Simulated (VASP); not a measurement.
# NaTbC (P-6m2) in VASP: single point with PBE

Aim: the single point of NaTbC with PBE.

All numbers are computed with VASP 6.6.1; they aren't measurements. Logs are shortened: lines on timing, memory, paths and dates and some standing lists are left out, and cuts for length are marked.

## (1) The cell of the first run

Symmetry: P-6m2, No. 187, hexagonal system. Conventional cell: a = 3.993 Å, b = 3.993 Å, c = 5.414 Å, α = 90.00°, β = 90.00°, γ = 120.00°. Na (site symmetry -6m2) has 6 Tb at 3.56 Å and 6 C at 3.56 Å and 6 Na at 3.99 Å within 4.7 Å. Within 3.0 Å of Tb (site symmetry -6m2) lie 3 C at 2.31 Å. C (site symmetry -6m2) has 3 Tb at 2.31 Å within 3.0 Å.

## (2) Single point, PBE

POSCAR

```
NaTbC
1.0
    3.9933544313     -0.0000000029      0.0000000000
   -1.9966772132      3.4583463853      0.0000000000
    0.0000000000      0.0000000000      5.4143478540
Na Tb C
1 1 1
Direct
    0.0000000000      0.0000000000      0.0000000000
    0.6666666667      0.3333333333      0.5000000000
    0.3333333333      0.6666666667      0.5000000000
```

INCAR.step1

```
SYSTEM = NaTbC
ALGO = Normal
EDIFF = 1E-6
ENCUT = 520
GGA = PE
GGA_COMPAT = .False.
ISIF = 2
ISMEAR = 0
LASPH = .True.
LCHARG = .True.
LMAXMIX = 6
LORBIT = 11
LREAL = .False.
LWAVE = .False.
NBANDS = 17
NEDOS = 2001
NELM = 200
PREC = Accurate
SIGMA = 0.1
```

KPOINTS.step1

```
k-points
0
Gamma
  12 12 10
  0 0 0
```

INCAR.step2

```
SYSTEM = NaTbC
ALGO = Normal
EDIFF = 1E-6
ENCUT = 520
GGA = PE
GGA_COMPAT = .False.
ICHARG = 11
ISIF = 2
ISMEAR = -5
LASPH = .True.
LCHARG = .False.
LMAXMIX = 6
LORBIT = 10
LREAL = .False.
LWAVE = .False.
NEDOS = 2001
NELM = 200
PREC = Accurate
SIGMA = 0.1
```

KPOINTS.step2

```
k-points
0
Gamma
  18 18 15
  0 0 0
```

Potentials or basis: VASP PAW PBE potentials, release 64 (Na_pv, Tb_3, C), 4f in core.

Started as:

```console
$ cat potpaw_PBE.64/Na_pv/POTCAR potpaw_PBE.64/Tb_3/POTCAR potpaw_PBE.64/C/POTCAR > POTCAR
$ cp INCAR.step1 INCAR
$ cp KPOINTS.step1 KPOINTS
$ mpirun -np 1 vasp_std > vasp.out
$ cp INCAR.step2 INCAR
$ cp KPOINTS.step2 KPOINTS
$ mpirun -np 1 vasp_std > vasp.out
```

OUTCAR:

```text
SYSTEM = NaTbC
   EDIFF = 1E-6
   ENCUT = 520
   GGA = PE
   ICHARG = 11
   ISIF = 2
   ISMEAR = -5
   LASPH = .True.
   LORBIT = 10
   LREAL = .False.
   NELM = 200
   PREC = Accurate

 ion  position               nearest neighbor table
   1  0.000  0.000  0.000-
   2  0.667  0.333  0.500-   3 2.31   3 2.31   3 2.31
   3  0.333  0.667  0.500-   2 2.31   2 2.31   2 2.31

  LATTYP: Found a hexagonal cell.
 ALAT       =     3.9933544313
 C/A-ratio  =     1.3558395447

  Lattice vectors:

 A1 = (   3.9933544313,  -0.0000000029,   0.0000000000)
 A2 = (  -1.9966772132,   3.4583463853,   0.0000000000)
 A3 = (   0.0000000000,   0.0000000000,   5.4143478540)

Analysis of symmetry for initial positions (statically):
=====================================================================
 Subroutine PRICEL returns:
 Original cell was already a primitive cell.

 Routine SETGRP: Setting up the symmetry group for a
 hexagonal supercell.

 Subroutine GETGRP returns: Found 12 space group operations
 (whereof 12 operations were pure point group operations)
 out of a pool of 24 trial point group operations.

The static configuration has the point symmetry D_3h.

Analysis of symmetry for dynamics (positions and initial velocities):
=====================================================================
 Subroutine PRICEL returns:
 Original cell was already a primitive cell.

 Routine SETGRP: Setting up the symmetry group for a
 hexagonal supercell.

 Subroutine GETGRP returns: Found 12 space group operations
 (whereof 12 operations were pure point group operations)
 out of a pool of 24 trial point group operations.

The dynamic configuration has the point symmetry D_3h.

 Subroutine INISYM returns: Found 12 space group operations
 (whereof 12 operations are pure point group operations),
 and found     1 'primitive' translations

----------------------------------------------------------------------------------------

                                     Primitive cell

  volume of cell :      74.7743

  direct lattice vectors                    reciprocal lattice vectors
     3.993354431 -0.000000003  0.000000000     0.250416039  0.144577767  0.000000000
    -1.996677213  3.458346385  0.000000000     0.000000000  0.289155535  0.000000000
     0.000000000  0.000000000  5.414347854     0.000000000  0.000000000  0.184694450

  length of vectors
     3.993354431  3.993354431  5.414347854     0.289155535  0.289155535  0.184694450

  position of ions in fractional coordinates (direct lattice)
     0.000000000  0.000000000  0.000000000
     0.666666667  0.333333333  0.500000000
     0.333333333  0.666666667  0.500000000

  ion indices of the primitive-cell ions
   primitive index   ion index
                 1           1
                 2           2
                 3           3

----------------------------------------------------------------------------------------

 KPOINTS: k-points

Automatic generation of k-mesh.
 Grid dimensions read from file:
 generate k-points for:   18   18   15

 Generating k-lattice:

  Cartesian coordinates                     Fractional coordinates (reciprocal lattice)
     0.013912002  0.008032098  0.000000000     0.055555556 -0.000000000  0.000000000
     0.000000000  0.016064196  0.000000000    -0.000000000  0.055555556  0.000000000
     0.000000000  0.000000000  0.012312963     0.000000000  0.000000000  0.066666667

  Length of vectors
     0.016064196  0.016064196  0.012312963

  Shift w.r.t. Gamma in fractional coordinates (k-lattice)
     0.000000000  0.000000000  0.000000000

 TETIRR: Found   4782 inequivalent tetrahedra from    29160

 Subroutine IBZKPT returns following result:
 ===========================================

 Found    296 irreducible k-points:

 Following reciprocal coordinates:
            Coordinates               Weight
  0.000000  0.000000  0.000000      1.000000
  0.055556  0.000000  0.000000      6.000000
  0.111111  0.000000  0.000000      6.000000
  0.166667  0.000000  0.000000      6.000000
  0.222222 -0.000000  0.000000      6.000000
  0.277778 -0.000000  0.000000      6.000000
[... 16 lines left out ...]
  0.333333  0.111111  0.000000     12.000000
  0.388889  0.111111  0.000000     12.000000
 [... further k-points ...]
   k-points           NKPTS =    296   k-points in BZ     NKDIM =    296   number of bands    NBANDS=     14
   number of dos      NEDOS =   2001   number of ions     NIONS =      3
   total plane-waves  NPLWV =  36000
   dimension x,y,z NGX =    30 NGY =   30 NGZ =   40
   dimension x,y,z NGXF=    60 NGYF=   60 NGZF=   80
   ions per type =               1   1   1
   NGX,Y,Z   is equivalent  to a cutoff of  12.49, 12.49, 12.28 a.u.
   NGXF,Y,Z  is equivalent  to a cutoff of  24.98, 24.98, 24.56 a.u.
 SYSTEM =  NaTbC
   PREC   = accura    normal or accurate (medium, high low for compatibility)
   ISTART =      0    job   : 0-new  1-cont  2-samecut
   ICHARG =     11    charge: 1-file 2-atom 10-const
   ISPIN  =      1    spin polarized calculation?
   LNONCOLLINEAR =      F non collinear calculations
   LSORBIT =      F    spin-orbit coupling
   LASPH  =      T    aspherical Exc in radial PAW
   ENCUT  =  520.0 eV  38.22 Ry    6.18 a.u.   7.42  7.42 10.07*2*pi/ulx,y,z
   NELM   =    200;   NELMIN=  2; NELMDL=  0     # of ELM steps
   EDIFF  = 0.1E-05   stopping-criterion for ELM
   LREAL  =      F    real-space projection
   EDIFFG = 0.1E-04   stopping-criterion for IOM
   NSW    =      0    number of steps for IOM
   IBRION =     -1    ionic relax: 0-MD 1-quasi-New 2-CG
   NFREE  =      0    steps in history (QN), initial steepest desc. (CG)
   ISIF   =      2    stress and relaxation
   ISYM   =      2    0-nonsym 1-usesym 2-fastsym
   POTIM  = 0.5000    time-step for ionic-motion
   TEBEG  =    0.0;   TEEND  =   0.0 temperature during run
   PSTRESS=    0.0 pullay stress
   NELECT =      20.0000    total number of electrons
   NUPDOWN=      -1.0000    fix difference up-down
   EMIN   =  10.00;   EMAX   =-10.00  energy-range for DOS
   EFERMI =   0.00;   METHOD = LEGACY
   ISMEAR =    -5;   SIGMA  =   0.10  broadening in eV -4-tet -1-fermi 0-gaus
   EFERMI_NEDOS =   21; number of points for ismear=-14 and -15
   IALGO  =     38    algorithm
   IMIX   =      4    mixing-type and parameters
     AMIX     =   0.40;   BMIX     =  1.00
     AMIX_MAG =   1.60;   BMIX_MAG =  1.00
  volume/ion in A,a.u.               =      24.92       168.20
  Fermi-wavevector in a.u.,A,eV,Ry     =   1.054793  1.993270 15.137689  1.112589
  Thomas-Fermi vector in A             =   2.189967
   LORBIT       =     10    0 simple, 1 ext, 2 COOP (PROOUT), +10 PAW based schemes
   GGA     = PE    functional components
   LHFCALC =     F    Hartree Fock is set to
   AEXX    =    0.0000 exact exchange contribution
   IVDW    =     0    specifies the selected vdW correction
   LEPSILON=     F    determine dielectric tensor
   LRPA    =     F    only Hartree local field effects (RPA)
 non-spin polarized calculation
 Fermi weights with tetrahedron method with Bloechl corrections
  energy-cutoff  :      520.00
  volume of cell :       74.77
 maximum number of plane-waves:      2043
 NGX is ok and might be reduce to    30

 number of electron      19.9999999 magnetization

 Free energy of the ion-electron system (eV)
  ---------------------------------------------------
  ext. energy  EPLUGINS =         0.00000000
  ---------------------------------------------------
  free energy    TOTEN  =       -13.45096299 eV

  energy without entropy =      -13.45096299  energy(sigma->0) =      -13.45096299

 E-fermi :   1.6825     XC(G=0):  -8.4457

 val. band max:        1.6943086229   @ k =   0.3333   0.1667   0.2000
 cond. band min:       1.6806741996   @ k =   0.3333   0.1111   0.0667
 fundamental gap:     -0.0136344233
 Fermi energy:         1.6825267156

 k-point     1 :       0.0000    0.0000    0.0000
  band No.  band energies     occupation
      1     -23.0989      2.00000
      2     -23.0982      2.00000
      3     -23.0982      2.00000
      4     -20.3449      2.00000
      5     -19.8078      2.00000
      6     -19.8077      2.00000
      7      -7.4092      2.00000
      8      -0.3061      2.00000
      9      -0.0446      2.00000
     10      -0.0446      2.00000
     11       0.9366      2.00000
     12       5.6426      0.00000
     13       5.6426      0.00000
     14       5.9153      0.00000

 k-point     2 :       0.0556    0.0000    0.0000
  band No.  band energies     occupation
      1     -23.0988      2.00000
      2     -23.0986      2.00000
      3     -23.0983      2.00000
      4     -20.3440      2.00000
      5     -19.8180      2.00000
      6     -19.8100      2.00000
      7      -7.3738      2.00000
      8      -0.3530      2.00000
      9      -0.0011      2.00000
     10       0.0081      2.00000
     11       0.9129      2.00000
     12       5.6164      0.00000
     13       5.6716      0.00000
     14       6.0115      0.00000

 k-point     3 :       0.1111    0.0000    0.0000
  band No.  band energies     occupation
      1     -23.0998      2.00000
      2     -23.0986      2.00000
      3     -23.0984      2.00000
      4     -20.3415      2.00000
      5     -19.8472      2.00000
      6     -19.8165      2.00000
      7      -7.2720      2.00000
      8      -0.4508      2.00000
      9       0.1273      2.00000
     10       0.1360      2.00000
     11       0.8471      2.00000
     12       5.5430      0.00000
     13       5.7382      0.00000
     14       6.2572      0.00000

 k-point     4 :       0.1667    0.0000    0.0000
  band No.  band energies     occupation
      1     -23.1016      2.00000
      2     -23.0991      2.00000
      3     -23.0979      2.00000
      4     -20.3378      2.00000
      5     -19.8914      2.00000
      6     -19.8263      2.00000
      7      -7.1166      2.00000
      8      -0.5507      2.00000
      9       0.3204      2.00000
     10       0.3343      2.00000
     11       0.7522      2.00000
     12       5.4357      0.00000
     13       5.7856      0.00000
     14       6.4581      0.00000

 k-point     5 :       0.2222   -0.0000    0.0000
  band No.  band energies     occupation
      1     -23.1038      2.00000
      2     -23.0996      2.00000
      3     -23.0973      2.00000
      4     -20.3331      2.00000
      5     -19.9448      2.00000
      6     -19.8384      2.00000
      7      -6.9276      2.00000
      8      -0.6172      2.00000
      9       0.5572      2.00000
     10       0.6079      2.00000
     11       0.6444      2.00000
[... 276 lines left out ...]
 k-point    22 :       0.2778    0.1111    0.0000
  band No.  band energies     occupation
      1     -23.1084      2.00000
      2     -23.1016      2.00000
      3     -23.0959      2.00000
      4     -20.3223      2.00000
      5     -20.0525      2.00000
      6     -19.8805      2.00000
      7      -6.4910      2.00000
      8      -0.5258      2.00000
      9       0.4447      2.00000
     10       1.1671      2.00000
     11       1.3999      2.00000
     12       4.4854      0.00000
     13       4.8503      0.00000
     14       6.2344      0.00000

 k-point    23 :       0.3333    0.1111    0.0000
  band No.  band energies     occupation
      1     -23.1100      2.00000
      2     -23.1022      2.00000
      3     -23.0954      2.00000
      4     -20.3187      2.00000
      5     -20.0885      2.00000
      6     -19.8926      2.00000
      7      -6.3535      2.00000
      8      -0.3879      2.00000
      9       0.3867      2.00000
     10       1.4645      2.07813
     11       1.6653      1.17842
     12       4.2729      0.00000
     13       4.3065      0.00000
     14       5.8336      0.00000

 k-point    24 :       0.3889    0.1111    0.0000
  band No.  band energies     occupation
      1     -23.1110      2.00000
      2     -23.1026      2.00000
      3     -23.0951      2.00000
      4     -20.3164      2.00000
      5     -20.1118      2.00000
      6     -19.9005      2.00000
      7      -6.2660      2.00000
      8      -0.2486      2.00000
      9       0.3510      2.00000
     10       1.7076      0.66220
     11       1.8239     -0.02825
     12       3.8768      0.00000
     13       4.1929      0.00000
     14       5.4823      0.00000

 [... further k-points ...]

------------------------ aborting loop because EDIFF is reached ----------------------------------------

  FORCE on cell =-STRESS in cart. coord.  units (eV):
  Direction    XX          YY          ZZ          XY          YZ          ZX
  --------------------------------------------------------------------------------------
  -------------------------------------------------------------------------------------
  Total        0.2111064      0.2111064      0.2246527     -0.0000000     -0.0000000      0.0000000
  in kB        4.5233436      4.5233436      4.8135976     -0.0000000     -0.0000000      0.0000000
  external PRESSURE =       4.6200949 kB  Pullay stress =       0.0000000 kB

 VOLUME and BASIS-vectors are now :
 -----------------------------------------------------------------------------
  energy-cutoff  :      520.00
  volume of cell :       74.77
      direct lattice vectors                 reciprocal lattice vectors
     3.993354431 -0.000000003  0.000000000     0.250416039  0.144577767  0.000000000
    -1.996677213  3.458346385  0.000000000     0.000000000  0.289155535  0.000000000
     0.000000000  0.000000000  5.414347854     0.000000000  0.000000000  0.184694450

 POSITION                                       TOTAL-FORCE (eV/Angst)
 -----------------------------------------------------------------------------------
      0.00000      0.00000      0.00000         0.000000     -0.000000      0.000000
      1.99668      1.15278      2.70717        -0.000000      0.000000      0.000000
      0.00000      2.30556      2.70717        -0.000000     -0.000000      0.000000
 -----------------------------------------------------------------------------------
    total drift:                               -0.000426      0.000246     -0.000000

  FREE ENERGIE OF THE ION-ELECTRON SYSTEM (eV)
  ---------------------------------------------------
  free  energy   TOTEN  =       -13.4509629935 eV

  energy  without entropy=      -13.4509629935  energy(sigma->0) =      -13.45096299

 total charge

# of ion       s       p       d       tot
------------------------------------------
    1        0.087   5.967   0.000   6.054
    2        0.345   6.529   1.391   8.265
    3        0.932   1.338   0.000   2.270
--------------------------------------------------
tot          1.365  13.834   1.391  16.589
```

It took 3.9 min on 1 thread of Intel Xeon Platinum 8488C (Sapphire Rapids), shared host; peak memory 0.47 GiB.

Results:

* Valence electrons inside the program's atomic spheres: Na 6.05; Tb 8.27; C 2.27

Levels at points of the mesh, in eV from the Fermi level:
| k point | band 7 | band 8 | band 9 | band 10 | band 11 | band 12 | band 13 | band 14 |
| --- | --- | --- | --- | --- | --- | --- | --- | --- |
| (0.00, 0.00, 0.00) | -9.09 | -1.99 | -1.73 | -1.73 | -0.75 | 3.96 | 3.96 | 4.23 |
| (0.50, 0.00, 0.00) | -7.97 | -1.96 | -1.37 | 0.10 | 0.22 | 2.02 | 3.24 | 3.55 |

Caveat: spin-orbit coupling is left out, which moves the levels of the heavy elements; the 4f electrons are frozen in the core, so they carry no moment and show no levels. Spin polarisation is off, so any magnetic state and its effect on volume and gap are missing.
